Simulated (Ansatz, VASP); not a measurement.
# ZnO: VASP beside Ansatz

INCAR

```
SYSTEM = ZnO
ALGO = Normal ; EDIFF = 1E-7
ENCUT = 520 ; GGA = PS
ISIF = 2 ; ISMEAR = 0
LASPH = .True. ; LCHARG = .False.
LREAL = .False. ; LWAVE = .False.
NBANDS = 26 ; NELM = 60
PREC = Accurate ; SIGMA = 0.05
```

Contents of KPOINTS:

```
k-points
0
Gamma
  9 9 4
  0 0 0
```

File POSCAR:

```
ZnO
1.0
    3.2386476513      0.0000000000      0.0000000000
   -1.6193238256      2.8047511399      0.0000000000
    0.0000000000      0.0000000000      6.9165281095
Zn O
2 2
Direct
    0.0000000000      0.0000000000      0.7500000000
    0.0000000000      0.0000000000      0.2500000000
    0.3333333333      0.6666666667      0.2500000000
    0.6666666667      0.3333333333      0.7500000000
```

Input for Ansatz:

```yaml
crystal:
  lattice:
    - [3.2386476513, 0.0, 0.0]
    - [-1.6193238256, 2.8047511399, 0.0]
    - [0.0, 0.0, 6.9165281095]
  atoms:
    - { symbol: Zn, position: [0.0, 0.0, 0.75] }
    - { symbol: Zn, position: [0.0, 0.0, 0.25] }
    - { symbol: O, position: [0.3333333333, 0.6666666667, 0.25] }
    - { symbol: O, position: [0.6666666667, 0.3333333333, 0.75] }
basis:
  ecutwfc: 420
kpoints:
  mp_grid: { grid: [9, 9, 4] }
hamiltonian:
  xc: pbesol
scf:
  occupations: { method: gaussian, width: 0.05 }
output:
  forces: true
  stress: true
  eigenvalues: true
```

Change from the starting cell: strain -0.015 along x and y, -0.030 along z, atoms carried along.

Alike in both runs: task single point; functional PBEsol; k mesh 9 × 9 × 4; occupations gaussian, width 0.05 eV; no spin polarisation.

```csv
,VASP,Ansatz
version,VASP 6.6.1,Ansatz 0.2.0
potentials or method,"VASP PAW PBE potentials, release 64 (Zn, O), cutoff 520 eV","scalar-relativistic, plane waves, PAW"
valence electrons in the cell,36,36
```

|  | VASP | Ansatz | Ansatz less VASP |
| --- | --- | --- | --- |
| gap on the k mesh at the Fermi level (eV) | 0.73 | 0.73 | -0.003 |
| least direct gap on the mesh (eV) | 0.73 | 0.73 | -0.003 |
| pressure (GPa) | 0.4 | -0.4 | -0.80 |
| traceless stress, the component that is largest in VASP (GPa) | -1.25 | -0.35 | +0.907 |

VASP's potentials were made for PBE, not for PBEsol. With one functional, cell and mesh, what is left measures potentials, basis and numerics.
